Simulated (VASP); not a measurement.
# V (Im-3m) in VASP: a series of runs

Runs on V. Level: PBEsol. Tasks: single point, relaxation of cell and atoms.

All numbers are computed with VASP 6.6.1; they aren't measurements. Logs are shortened: lines on timing, memory, paths and dates and some standing lists are left out, and cuts for length are marked.

### 1 The cell of the first run

The structure is cubic, space group Im-3m (No. 229). The conventional cell has a = 2.959 Å, b = 2.959 Å, c = 2.959 Å, α = 90.00°, β = 90.00°, γ = 90.00°. V (site symmetry m-3m) has 14 V at 2.56 to 2.96 Å within 3.4 Å.

### 2 Single point, PBEsol

INCAR

```
SYSTEM = V
PREC = Accurate ; ENCUT = 520
EDIFF = 1E-6 ; ISMEAR = 0
SIGMA = 0.1 ; LREAL = .FALSE.
LASPH = .TRUE. ; NELM = 80
ALGO = Fast ; ISIF = 2
LWAVE = .FALSE. ; LCHARG = .FALSE.
GGA = PS ; NBANDS = 12
```

KPOINTS

```
regular mesh
0
G
  20 20 20
  0 0 0
```

POSCAR

```
V
1.0
   -1.4794884197      1.4794884197      1.4794884197
    1.4794884197     -1.4794884197      1.4794884197
    1.4794884197      1.4794884197     -1.4794884197
V
1
Direct
    0.0000000000      0.0000000000      0.0000000000
```

Potentials or basis: VASP PAW PBE potentials, release 64 (V_sv).

Command:

```bash
$ cat potpaw_PBE.64/V_sv/POTCAR > POTCAR
$ mpirun -np 1 vasp_std > vasp.out
```

OUTCAR:

```text
SYSTEM = V
   PREC = Accurate
   ENCUT = 520
   EDIFF = 1E-6
   ISMEAR = 0
   LREAL = .FALSE.
   LASPH = .TRUE.
   NELM = 80
   ISIF = 2
   GGA = PS

 ion  position               nearest neighbor table
   1  0.000  0.000  0.000-

  LATTYP: Found a body centered cubic cell.
 ALAT       =     2.9589768394

  Lattice vectors:

 A1 = (  -1.4794884197,   1.4794884197,   1.4794884197)
 A2 = (   1.4794884197,  -1.4794884197,   1.4794884197)
 A3 = (   1.4794884197,   1.4794884197,  -1.4794884197)

Analysis of symmetry for initial positions (statically):
=====================================================================
 Subroutine PRICEL returns:
 Original cell was already a primitive cell.

 Routine SETGRP: Setting up the symmetry group for a
 body centered cubic supercell.

 Subroutine GETGRP returns: Found 48 space group operations
 (whereof 48 operations were pure point group operations)
 out of a pool of 48 trial point group operations.

The static configuration has the point symmetry O_h .

Analysis of symmetry for dynamics (positions and initial velocities):
=====================================================================
 Subroutine PRICEL returns:
 Original cell was already a primitive cell.

 Routine SETGRP: Setting up the symmetry group for a
 body centered cubic supercell.

 Subroutine GETGRP returns: Found 48 space group operations
 (whereof 48 operations were pure point group operations)
 out of a pool of 48 trial point group operations.

The dynamic configuration has the point symmetry O_h .

 Subroutine INISYM returns: Found 48 space group operations
 (whereof 48 operations are pure point group operations),
 and found     1 'primitive' translations

----------------------------------------------------------------------------------------

                                     Primitive cell

  volume of cell :      12.9537

  direct lattice vectors                    reciprocal lattice vectors
    -1.479488420  1.479488420  1.479488420     0.000000000  0.337954656  0.337954656
     1.479488420 -1.479488420  1.479488420     0.337954656  0.000000000  0.337954656
     1.479488420  1.479488420 -1.479488420     0.337954656  0.337954656  0.000000000

  length of vectors
     2.562549112  2.562549112  2.562549112     0.477940058  0.477940058  0.477940058

  position of ions in fractional coordinates (direct lattice)
     0.000000000  0.000000000  0.000000000

  ion indices of the primitive-cell ions
   primitive index   ion index
                 1           1

----------------------------------------------------------------------------------------

 KPOINTS: regular mesh

Automatic generation of k-mesh.
 Grid dimensions read from file:
 generate k-points for:   20   20   20

 Generating k-lattice:

  Cartesian coordinates                     Fractional coordinates (reciprocal lattice)
     0.000000000  0.016897733  0.016897733     0.050000000  0.000000000  0.000000000
     0.016897733  0.000000000  0.016897733     0.000000000  0.050000000  0.000000000
     0.016897733  0.016897733  0.000000000     0.000000000  0.000000000  0.050000000

  Length of vectors
     0.023897003  0.023897003  0.023897003

  Shift w.r.t. Gamma in fractional coordinates (k-lattice)
     0.000000000  0.000000000  0.000000000

 Subroutine IBZKPT returns following result:
 ===========================================

 Found    256 irreducible k-points:

 Following reciprocal coordinates:
            Coordinates               Weight
  0.000000  0.000000  0.000000      1.000000
  0.050000  0.000000  0.000000     12.000000
  0.100000  0.000000  0.000000     12.000000
  0.150000  0.000000  0.000000     12.000000
  0.200000  0.000000  0.000000     12.000000
  0.250000  0.000000  0.000000     12.000000
[... 16 lines left out ...]
  0.200000  0.100000  0.000000     48.000000
  0.250000  0.100000  0.000000     48.000000
 [... further k-points ...]
   k-points           NKPTS =    256   k-points in BZ     NKDIM =    256   number of bands    NBANDS=     12
   number of dos      NEDOS =    301   number of ions     NIONS =      1
   total plane-waves  NPLWV =   8000
   dimension x,y,z NGX =    20 NGY =   20 NGZ =   20
   dimension x,y,z NGXF=    40 NGYF=   40 NGZF=   40
   ions per type =               1
   NGX,Y,Z   is equivalent  to a cutoff of  12.98, 12.98, 12.98 a.u.
   NGXF,Y,Z  is equivalent  to a cutoff of  25.95, 25.95, 25.95 a.u.
 SYSTEM =  V
   PREC   = accura    normal or accurate (medium, high low for compatibility)
   ISTART =      0    job   : 0-new  1-cont  2-samecut
   ICHARG =      2    charge: 1-file 2-atom 10-const
   ISPIN  =      1    spin polarized calculation?
   LNONCOLLINEAR =      F non collinear calculations
   LSORBIT =      F    spin-orbit coupling
   LASPH  =      T    aspherical Exc in radial PAW
   ENCUT  =  520.0 eV  38.22 Ry    6.18 a.u.   4.76  4.76  4.76*2*pi/ulx,y,z
   NELM   =     80;   NELMIN=  2; NELMDL= -5     # of ELM steps
   EDIFF  = 0.1E-05   stopping-criterion for ELM
   LREAL  =      F    real-space projection
   EDIFFG = 0.1E-04   stopping-criterion for IOM
   NSW    =      0    number of steps for IOM
   IBRION =     -1    ionic relax: 0-MD 1-quasi-New 2-CG
   NFREE  =      0    steps in history (QN), initial steepest desc. (CG)
   ISIF   =      2    stress and relaxation
   ISYM   =      2    0-nonsym 1-usesym 2-fastsym
   POTIM  = 0.5000    time-step for ionic-motion
   TEBEG  =    0.0;   TEEND  =   0.0 temperature during run
   PSTRESS=    0.0 pullay stress
   NELECT =      13.0000    total number of electrons
   NUPDOWN=      -1.0000    fix difference up-down
   EMIN   =  10.00;   EMAX   =-10.00  energy-range for DOS
   EFERMI =   0.00;   METHOD = LEGACY
   ISMEAR =     0;   SIGMA  =   0.10  broadening in eV -4-tet -1-fermi 0-gaus
   EFERMI_NEDOS =   21; number of points for ismear=-14 and -15
   IALGO  =     68    algorithm
   IMIX   =      4    mixing-type and parameters
     AMIX     =   0.40;   BMIX     =  1.00
     AMIX_MAG =   1.60;   BMIX_MAG =  1.00
  volume/ion in A,a.u.               =      12.95        87.42
  Fermi-wavevector in a.u.,A,eV,Ry     =   1.639046  3.097347 36.551652  2.686471
  Thomas-Fermi vector in A             =   2.729917
   LORBIT       =      0    0 simple, 1 ext, 2 COOP (PROOUT), +10 PAW based schemes
   GGA     = PS    functional components
   LHFCALC =     F    Hartree Fock is set to
   AEXX    =    0.0000 exact exchange contribution
   IVDW    =     0    specifies the selected vdW correction
   LEPSILON=     F    determine dielectric tensor
   LRPA    =     F    only Hartree local field effects (RPA)
 non-spin polarized calculation
 RMM-DIIS sequential band-by-band and
 Gauss-broadening in eV      SIGMA  =   0.10
  energy-cutoff  :      520.00
  volume of cell :       12.95
 maximum number of plane-waves:       370
   NGX =  9   NGY =  9   NGZ =  9

 number of electron      13.0000002 magnetization

 Free energy of the ion-electron system (eV)
  ---------------------------------------------------
  ext. energy  EPLUGINS =         0.00000000
  ---------------------------------------------------
  free energy    TOTEN  =        -9.63914859 eV

  energy without entropy =       -9.63071521  energy(sigma->0) =       -9.63493190

 E-fermi :  10.0493     XC(G=0): -13.2745

 val. band max:       10.0467911853   @ k =   0.3000   0.0000   0.0000
 cond. band min:      10.0610627951   @ k =  -0.3500   0.4500   0.1500
 fundamental gap:      0.0142716098
 Fermi energy:        10.0492828589

 k-point     1 :       0.0000    0.0000    0.0000
  band No.  band energies     occupation
      1     -53.3805      2.00000
      2     -26.7133      2.00000
      3     -26.7133      2.00000
      4     -26.7133      2.00000
      5       3.3751      2.00000
      6      10.4715      0.00000
      7      10.4715      0.00000
      8      10.4715      0.00000
      9      12.5770      0.00000
     10      12.5770      0.00000
     11      30.8477      0.00000
     12      30.8477      0.00000

 k-point     2 :       0.0500    0.0000    0.0000
  band No.  band energies     occupation
      1     -53.3748      2.00000
      2     -26.7397      2.00000
      3     -26.7213      2.00000
      4     -26.7135      2.00000
      5       3.4805      2.00000
      6      10.4253      0.00000
      7      10.4623      0.00000
      8      10.5480      0.00000
      9      12.5222      0.00000
     10      12.5798      0.00000
     11      30.6903      0.00000
     12      30.8652      0.00000

 k-point     3 :       0.1000    0.0000    0.0000
  band No.  band energies     occupation
      1     -53.3584      2.00000
      2     -26.8161      2.00000
      3     -26.7444      2.00000
      4     -26.7141      2.00000
      5       3.7892      2.00000
      6      10.2934      0.00056
      7      10.4224      0.00000
      8      10.7737      0.00000
      9      12.3889      0.00000
     10      12.5898      0.00000
     11      30.1998      0.00000
     12      30.7590      0.00000

 k-point     4 :       0.1500    0.0000    0.0000
  band No.  band energies     occupation
      1     -53.3327      2.00000
      2     -26.9340      2.00000
      3     -26.7802      2.00000
      4     -26.7151      2.00000
      5       4.2774      2.00000
      6      10.0941      0.52577
      7      10.3245      0.00010
      8      11.1369      0.00000
      9      12.2557      0.00000
     10      12.6104      0.00000
     11      29.3496      0.00000
     12      30.4458      0.00000

 k-point     5 :       0.2000    0.0000    0.0000
  band No.  band energies     occupation
      1     -53.3002      2.00000
      2     -27.0806      2.00000
      3     -26.8251      2.00000
      4     -26.7163      2.00000
      5       4.8994      2.00000
      6       9.8531      1.99448
      7      10.1664      0.09759
      8      11.6178      0.00000
      9      12.1989      0.00000
     10      12.6455      0.00000
     11      28.1501      0.00000
     12      29.8224      0.00000

 k-point     6 :       0.2500    0.0000    0.0000
  band No.  band energies     occupation
      1     -53.2640      2.00000
      2     -27.2407      2.00000
      3     -26.8746      2.00000
      4     -26.7177      2.00000
      5       5.5752      2.00000
      6       9.5975      2.00000
      7      10.0237      1.28219
      8      12.1861      0.00000
      9      12.2374      0.00000
     10      12.6970      0.00000
     11      26.6862      0.00000
     12      28.9941      0.00000

 k-point     7 :       0.3000    0.0000    0.0000
  band No.  band energies     occupation
      1     -53.2276      2.00000
      2     -27.3984      2.00000
      3     -26.9237      2.00000
      4     -26.7191      2.00000
      5       6.1752      2.00000
      6       9.3530      2.00000
      7      10.0468      1.02811
      8      12.3396      0.00000
      9      12.7624      0.00000
     10      12.7997      0.00000
     11      25.0934      0.00000
     12      28.1291      0.00000

 k-point     8 :       0.3500    0.0000    0.0000
  band No.  band energies     occupation
      1     -53.1945      2.00000
      2     -27.5388      2.00000
      3     -26.9677      2.00000
      4     -26.7204      2.00000
      5       6.5588      2.00000
      6       9.1410      2.00000
      7      10.3738      0.00000
      8      12.4610      0.00000
      9      12.8343      0.00000
     10      13.4022      0.00000
     11      23.5181      0.00000
     12      27.3534      0.00000
[... 166 lines left out ...]
 k-point    20 :       0.4500    0.0500    0.0000
  band No.  band energies     occupation
      1     -53.1454      2.00000
      2     -27.7289      2.00000
      3     -27.0377      2.00000
      4     -26.7324      2.00000
      5       6.7975      2.00000
      6       8.8609      2.00000
      7      11.5072      0.00000
      8      12.5760      0.00000
      9      13.1002      0.00000
     10      14.5492      0.00000
     11      20.8130      0.00000
     12      26.2104      0.00000

 k-point    21 :       0.1000    0.1000    0.0000
  band No.  band energies     occupation
      1     -53.3183      2.00000
      2     -26.9973      2.00000
      3     -26.7799      2.00000
      4     -26.7385      2.00000
      5       4.5600      2.00000
      6      10.0619      0.85808
      7      10.1413      0.19293
      8      11.4017      0.00000
      9      12.1368      0.00000
     10      12.6822      0.00000
     11      29.0782      0.00000
     12      30.0222      0.00000

 k-point    22 :       0.1500    0.1000    0.0000
  band No.  band energies     occupation
      1     -53.2873      2.00000
      2     -27.1285      2.00000
      3     -26.8236      2.00000
      4     -26.7463      2.00000
      5       5.1667      2.00000
      6       9.8424      1.99657
      7       9.9526      1.82844
      8      11.9058      0.00000
      9      12.0635      0.00000
     10      12.7580      0.00000
     11      28.0957      0.00000
     12      29.1934      0.00000

 k-point    23 :       0.2000    0.1000    0.0000
  band No.  band energies     occupation
      1     -53.2528      2.00000
      2     -27.2699      2.00000
      3     -26.8784      2.00000
      4     -26.7504      2.00000
      5       5.8339      2.00000
      6       9.5858      2.00000
      7       9.7955      1.99967
      8      12.0800      0.00000
      9      12.5044      0.00000
     10      12.8413      0.00000
     11      26.7422      0.00000
     12      28.3448      0.00000

 k-point    24 :       0.2500    0.1000    0.0000
  band No.  band energies     occupation
      1     -53.2181      2.00000
      2     -27.4084      2.00000
      3     -26.9353      2.00000
      4     -26.7534      2.00000
      5       6.4371      2.00000
      6       9.3457      2.00000
      7       9.7670      1.99993
      8      12.1856      0.00000
      9      12.8891      0.00000
     10      13.1855      0.00000
     11      25.1747      0.00000
     12      27.5609      0.00000

 [... further k-points ...]
[... 5 lines left out ...]
  --------------------------------------------------------------------------------------
  -------------------------------------------------------------------------------------
  Total        0.0242236      0.0242236      0.0242236      0.0000000      0.0000000     -0.0000000
  in kB        2.9960855      2.9960855      2.9960855      0.0000000      0.0000000     -0.0000000
  external PRESSURE =       2.9960855 kB  Pullay stress =       0.0000000 kB

 VOLUME and BASIS-vectors are now :
 -----------------------------------------------------------------------------
  energy-cutoff  :      520.00
  volume of cell :       12.95
      direct lattice vectors                 reciprocal lattice vectors
    -1.479488420  1.479488420  1.479488420     0.000000000  0.337954656  0.337954656
     1.479488420 -1.479488420  1.479488420     0.337954656  0.000000000  0.337954656
     1.479488420  1.479488420 -1.479488420     0.337954656  0.337954656  0.000000000

 POSITION                                       TOTAL-FORCE (eV/Angst)
 -----------------------------------------------------------------------------------
      0.00000      0.00000      0.00000         0.000000      0.000000      0.000000
 -----------------------------------------------------------------------------------
    total drift:                                0.000000     -0.000000      0.000000

  FREE ENERGIE OF THE ION-ELECTRON SYSTEM (eV)
  ---------------------------------------------------
  free  energy   TOTEN  =        -9.6391485862 eV

  energy  without entropy=       -9.6307152112  energy(sigma->0) =       -9.63493190
```

Run time: 32 s. Hardware: 1 thread of Intel Xeon Platinum 8375C at 2.90GHz (Ice Lake), shared host; peak memory 0.15 GiB.

What came out:

```yaml
Free_energy: -9.6391 eV
Pressure: 0.3 GPa
```

Caveat: the PAW data sets were made with another functional, which shifts forces and pressure a little.

(Part 1 of 2 ends here.)
